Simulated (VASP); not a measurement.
# CdTe (P6_3/mmc) in VASP: further runs

Runs on CdTe. Level: r2SCAN. Tasks: single point.

Program: VASP 6.6.1. These are calculated values, not measurements. Logs are shortened: lines on timing, memory, paths and dates and some standing lists are left out, and cuts for length are marked.

**1. The cell of the first run**

The structure is hexagonal, space group P6_3/mmc (No. 194). The conventional cell has a = 4.884 Å, b = 4.884 Å, c = 6.622 Å, α = 90.00°, β = 90.00°, γ = 120.00°. Within 3.7 Å of Cd (site symmetry -6m2) lie 5 Te at 2.82 to 3.31 Å. Te (site symmetry -6m2) has 5 Cd at 2.82 to 3.31 Å within 3.7 Å.

**2. Single point, r2SCAN**

File POSCAR:

```
CdTe
1.0
    4.8840757487      0.0000000000      0.0000000000
   -2.4420378743      4.2297336724      0.0000000000
    0.0000000000      0.0000000000      6.6222456680
Cd Te
2 2
Direct
    0.3333333333      0.6666666667      0.2500000000
    0.6666666667      0.3333333333      0.7500000000
    0.6666666667      0.3333333333      0.2500000000
    0.3333333333      0.6666666667      0.7500000000
```

File INCAR.step1:

```
SYSTEM = CdTe
ALGO = Normal
EDIFF = 1E-4
ENCUT = 520
GGA = PE
ISMEAR = -1
LASPH = .True.
LCHARG = .False.
LREAL = .False.
LWAVE = .True.
NBANDS = 26
NELM = 60
PREC = Accurate
SIGMA = 0.02
```

File INCAR.step2:

```
SYSTEM = CdTe
ALGO = Normal
EDIFF = 1E-7
ENCUT = 520
ISIF = 2
ISMEAR = -1
ISTART = 1
LASPH = .True.
LCHARG = .False.
LMIXTAU = .True.
LREAL = .False.
LWAVE = .False.
METAGGA = R2SCAN
NBANDS = 26
NELM = 60
PREC = Accurate
SIGMA = 0.02
```

File KPOINTS:

```
k-points
0
Gamma
  6 6 4
  0 0 0
```

Potentials or basis: VASP PAW PBE potentials, release 64 (Cd, Te).

The run is started by

```console
cat potpaw_PBE.64/Cd/POTCAR potpaw_PBE.64/Te/POTCAR > POTCAR
cp INCAR.step1 INCAR
mpirun -np 1 vasp_std > vasp.out
cp INCAR.step2 INCAR
mpirun -np 1 vasp_std > vasp.out
```

OUTCAR:

```text
SYSTEM = CdTe
   EDIFF = 1E-7
   ENCUT = 520
   ISIF = 2
   ISMEAR = -1
   ISTART = 1
   LASPH = .True.
   LREAL = .False.
   METAGGA = R2SCAN
   NELM = 60
   PREC = Accurate

 ion  position               nearest neighbor table
   1  0.333  0.667  0.250-   3 2.82   3 2.82   3 2.82   4 3.31   4 3.31
   2  0.667  0.333  0.750-   4 2.82   4 2.82   4 2.82   3 3.31   3 3.31
   3  0.667  0.333  0.250-   1 2.82   1 2.82   1 2.82   2 3.31   2 3.31
   4  0.333  0.667  0.750-   2 2.82   2 2.82   2 2.82   1 3.31   1 3.31

  LATTYP: Found a hexagonal cell.
 ALAT       =     4.8840757487
 C/A-ratio  =     1.3558851272

  Lattice vectors:

 A1 = (   4.8840757487,   0.0000000000,   0.0000000000)
 A2 = (  -2.4420378743,   4.2297336724,   0.0000000000)
 A3 = (   0.0000000000,   0.0000000000,   6.6222456680)

Analysis of symmetry for initial positions (statically):
=====================================================================
 Subroutine PRICEL returns:
 Original cell was already a primitive cell.

 Routine SETGRP: Setting up the symmetry group for a
 hexagonal supercell.

 Subroutine GETGRP returns: Found 24 space group operations
 (whereof 12 operations were pure point group operations)
 out of a pool of 24 trial point group operations.

The static configuration has the point symmetry D_3d.
 The point group associated with its full space group is D_6h.

Analysis of symmetry for dynamics (positions and initial velocities):
=====================================================================
 Subroutine PRICEL returns:
 Original cell was already a primitive cell.

 Routine SETGRP: Setting up the symmetry group for a
 hexagonal supercell.

 Subroutine GETGRP returns: Found 24 space group operations
 (whereof 12 operations were pure point group operations)
 out of a pool of 24 trial point group operations.

The dynamic configuration has the point symmetry D_3d.
 The point group associated with its full space group is D_6h.

 Subroutine INISYM returns: Found 24 space group operations
 (whereof 12 operations are pure point group operations),
 and found     1 'primitive' translations

----------------------------------------------------------------------------------------

                                     Primitive cell

  volume of cell :     136.8046

  direct lattice vectors                    reciprocal lattice vectors
     4.884075749  0.000000000  0.000000000     0.204747029  0.118210752  0.000000000
    -2.442037874  4.229733672  0.000000000     0.000000000  0.236421505  0.000000000
[... 86 lines left out ...]
   LREAL  =      F    real-space projection
   EDIFFG = 0.1E-05   stopping-criterion for IOM
   NSW    =      0    number of steps for IOM
   IBRION =     -1    ionic relax: 0-MD 1-quasi-New 2-CG
   NFREE  =      0    steps in history (QN), initial steepest desc. (CG)
   ISIF   =      2    stress and relaxation
   ISYM   =      2    0-nonsym 1-usesym 2-fastsym
   POTIM  = 0.5000    time-step for ionic-motion
   TEBEG  =    0.0;   TEEND  =   0.0 temperature during run
   PSTRESS=    0.0 pullay stress
   NELECT =      36.0000    total number of electrons
   NUPDOWN=      -1.0000    fix difference up-down
   EMIN   =  10.00;   EMAX   =-10.00  energy-range for DOS
   EFERMI =   0.00;   METHOD = LEGACY
   ISMEAR =    -1;   SIGMA  =   0.02  broadening in eV -4-tet -1-fermi 0-gaus
   EFERMI_NEDOS =   21; number of points for ismear=-14 and -15
   IALGO  =     38    algorithm
   IMIX   =      4    mixing-type and parameters
     AMIX     =   0.40;   BMIX     =  1.00
     AMIX_MAG =   1.60;   BMIX_MAG =  1.00
  volume/ion in A,a.u.               =      34.20       230.80
  Fermi-wavevector in a.u.,A,eV,Ry     =   1.049080  1.982474 14.974159  1.100570
  Thomas-Fermi vector in A             =   2.184028
   LORBIT       =      0    0 simple, 1 ext, 2 COOP (PROOUT), +10 PAW based schemes
   METAGGA = R2SCAN    functional components
   LHFCALC =     F    Hartree Fock is set to
   AEXX    =    0.0000 exact exchange contribution
   IVDW    =     0    specifies the selected vdW correction
   LEPSILON=     F    determine dielectric tensor
   LRPA    =     F    only Hartree local field effects (RPA)
 non-spin polarized calculation
  energy-cutoff  :      520.00
  volume of cell :      136.80
 maximum number of plane-waves:      3714
   NGX = 19   NGY = 19   NGZ = 25

 number of electron      36.0000025 magnetization

 Free energy of the ion-electron system (eV)
  ---------------------------------------------------
  ext. energy  EPLUGINS =         0.00000000
  ---------------------------------------------------
  free energy    TOTEN  =       -92.68788535 eV

  energy without entropy =      -92.68779975  energy(sigma->0) =      -92.68784255

 E-fermi :   2.2164     XC(G=0):  -9.0920

 val. band max:        2.0992285328   @ k =   0.3333   0.3333   0.5000
 cond. band min:       2.2899418982   @ k =   0.0000   0.0000   0.0000
 fundamental gap:      0.1907133654
 Fermi energy:         2.2163905313

 k-point     1 :       0.0000    0.0000    0.0000
  band No.  band energies     occupation
      1      -9.3367      2.00000
      2      -8.7706      2.00000
      3      -6.5608      2.00000
      4      -6.5607      2.00000
      5      -6.5548      2.00000
      6      -6.5548      2.00000
[... 598 lines left out ...]
     25       8.4172      0.00000
     26       8.4172      0.00000

------------------------ aborting loop because EDIFF is reached ----------------------------------------

  FORCE on cell =-STRESS in cart. coord.  units (eV):
  Direction    XX          YY          ZZ          XY          YZ          ZX
  --------------------------------------------------------------------------------------
  -------------------------------------------------------------------------------------
  Total        0.1194031      0.1194031      0.0945573      0.0000000     -0.0000000      0.0000000
  in kB        1.3983815      1.3983815      1.1074014      0.0000000     -0.0000000      0.0000000
  external PRESSURE =       1.3013881 kB  Pullay stress =       0.0000000 kB

 VOLUME and BASIS-vectors are now :
 -----------------------------------------------------------------------------
  energy-cutoff  :      520.00
  volume of cell :      136.80
      direct lattice vectors                 reciprocal lattice vectors
     4.884075749  0.000000000  0.000000000     0.204747029  0.118210752  0.000000000
    -2.442037874  4.229733672  0.000000000     0.000000000  0.236421505  0.000000000
     0.000000000  0.000000000  6.622245668     0.000000000  0.000000000  0.151006177

 POSITION                                       TOTAL-FORCE (eV/Angst)
 -----------------------------------------------------------------------------------
     -0.00000      2.81982      1.65556         0.000000      0.000000     -0.000000
      2.44204      1.40991      4.96668        -0.000000     -0.000000     -0.000000
      2.44204      1.40991      1.65556        -0.000000      0.000000      0.000000
     -0.00000      2.81982      4.96668         0.000000      0.000000      0.000000
 -----------------------------------------------------------------------------------
    total drift:                                0.000000      0.000000     -0.000000

  FREE ENERGIE OF THE ION-ELECTRON SYSTEM (eV)
  ---------------------------------------------------
  free  energy   TOTEN  =       -92.6878853471 eV

  energy  without entropy=      -92.6877997458  energy(sigma->0) =      -92.68784255
```

OUTCAR.step1:

```text
SYSTEM = CdTe
   EDIFF = 1E-4
   ENCUT = 520
   GGA = PE
   ISMEAR = -1
   LASPH = .True.
   LREAL = .False.
   NELM = 60
[... 831 lines left out ...]
      2.44204      1.40991      4.96668         0.000000     -0.000000     -0.000000
      2.44204      1.40991      1.65556        -0.000000      0.000000      0.000000
     -0.00000      2.81982      4.96668         0.000000      0.000000      0.000000
 -----------------------------------------------------------------------------------
    total drift:                                0.000000      0.000000     -0.000000

  FREE ENERGIE OF THE ION-ELECTRON SYSTEM (eV)
  ---------------------------------------------------
  free  energy   TOTEN  =        -9.0202842581 eV

  energy  without entropy=       -9.0187626404  energy(sigma->0) =       -9.01952345
```

OSZICAR.step1:

```text
N       E                     dE             d eps       ncg     rms          rms(c)
DAV:   1     0.221381791793E+03    0.22138E+03   -0.16025E+04  1092   0.120E+03
DAV:   2     0.133736733574E+01   -0.22004E+03   -0.21273E+03  1198   0.286E+02
DAV:   3    -0.946328722515E+01   -0.10801E+02   -0.10741E+02  1322   0.648E+01
DAV:   4    -0.960400631984E+01   -0.14072E+00   -0.14066E+00  1396   0.627E+00
DAV:   5    -0.960552090864E+01   -0.15146E-02   -0.15145E-02  1252   0.678E-01    0.744E+00
DAV:   6    -0.905912091360E+01    0.54640E+00   -0.10776E+00  1132   0.933E+00    0.630E+00
DAV:   7    -0.901899978786E+01    0.40121E-01   -0.36614E-01  1212   0.298E+00    0.239E+00
DAV:   8    -0.901955008334E+01   -0.55030E-03   -0.32262E-02  1156   0.174E+00    0.788E-01
DAV:   9    -0.902037946759E+01   -0.82938E-03   -0.49602E-03  1176   0.656E-01    0.157E-01
DAV:  10    -0.902016332429E+01    0.21614E-03   -0.84756E-04  1192   0.306E-01    0.704E-02
DAV:  11    -0.902028258275E+01   -0.11926E-03   -0.28108E-04  1144   0.849E-02    0.456E-02
DAV:  12    -0.902028425809E+01   -0.16753E-05   -0.20696E-05   770   0.225E-02
   1 F= -.90202843E+01 E0= -.90195234E+01  d E =-.152162E-02
```

It took 8.3 min on 1 thread of AMD EPYC 7R43 (Zen 3), shared host; peak memory 0.25 GiB.

What came out:

```yaml
Free_energy: -92.6879 eV
Pressure: 0.1 GPa
Band_gap_on_the_k_mesh: 0.19 eV, indirect (least direct gap 0.24 eV)
```

Levels at points of the mesh, in eV from the valence-band top:
```csv
k point,band 14,band 15,band 16,band 17,band 18,band 19,band 20,band 21,band 22,band 23
"(0.00, 0.00, 0.00)",-1.28,-1.28,-0.31,-0.31,-0.05,0.19,1.07,4.40,4.40,5.83
"(0.50, 0.00, 0.00)",-3.63,-2.36,-2.25,-1.10,-1.10,1.50,3.17,5.25,6.69,7.10
"(0.00, 0.00, 0.50)",-2.01,-0.81,-0.81,-0.81,-0.81,1.68,1.68,4.72,4.72,4.72
"(0.50, 0.00, 0.50)",-4.48,-1.79,-1.79,-0.37,-0.37,2.76,2.76,3.99,3.99,7.45
```

Caveat: the PAW data sets were made with another functional, which shifts forces and pressure a little; spin-orbit coupling is left out, which moves the levels of the heavy elements. A k mesh can miss the band edges.

**3. Single point, r2SCAN**

POSCAR is that of step 2.

File INCAR.step1:

```
ALGO = Normal
EDIFF = 1E-4
ENCUT = 520
GGA = PE
ISMEAR = -1
LASPH = T
LCHARG = F
LREAL = F
LWAVE = T
NBANDS = 26
NELM = 80
PREC = Accurate
SIGMA = 0.02
```

File INCAR.step2:

```
ALGO = Normal
EDIFF = 1E-7
ENCUT = 520
ISIF = 2
ISMEAR = -1
ISTART = 1
LASPH = T
LCHARG = T
LELF = T
LMIXTAU = T
LREAL = F
LVHAR = T
LWAVE = F
METAGGA = R2SCAN
NBANDS = 26
NELM = 80
PREC = Accurate
SIGMA = 0.02
```

File KPOINTS:

```
k-points
0
Gamma
  6 6 4
```

Potentials or basis: VASP PAW PBE potentials, release 64 (Cd, Te).

The run is started by

```console
cat potpaw_PBE.64/Cd/POTCAR potpaw_PBE.64/Te/POTCAR > POTCAR
cp INCAR.step1 INCAR
mpirun -np 1 vasp_std > vasp.out
cp INCAR.step2 INCAR
mpirun -np 1 vasp_std > vasp.out
```

It took 8.3 min on 1 thread of AMD EPYC 7R43 (Zen 3), shared host; peak memory 0.25 GiB.

The run converged. Its results:

| Property | Result |
| --- | --- |
| Free energy | -92.6879 eV |
| Pressure | 0.1 GPa |
| Band gap on the k mesh | 0.19 eV, indirect (least direct gap 0.24 eV) |

Levels at points of the mesh, in eV from the valence-band top:
```tsv
k point	band 15	band 16	band 17	band 18	band 19	band 20	band 21	band 22
(0.00, 0.00, 0.00)	-1.28	-0.31	-0.31	-0.05	0.19	1.07	4.40	4.40
(0.50, 0.00, 0.00)	-2.36	-2.25	-1.10	-1.10	1.50	3.17	5.25	6.69
(0.00, 0.00, 0.50)	-0.81	-0.81	-0.81	-0.81	1.68	1.68	4.72	4.72
(0.50, 0.00, 0.50)	-1.79	-1.79	-0.37	-0.37	2.76	2.76	3.99	3.99
```

Caveat: the PAW data sets were made with another functional, which shifts forces and pressure a little; spin-orbit coupling is left out, which moves the levels of the heavy elements. A k mesh can miss the band edges.
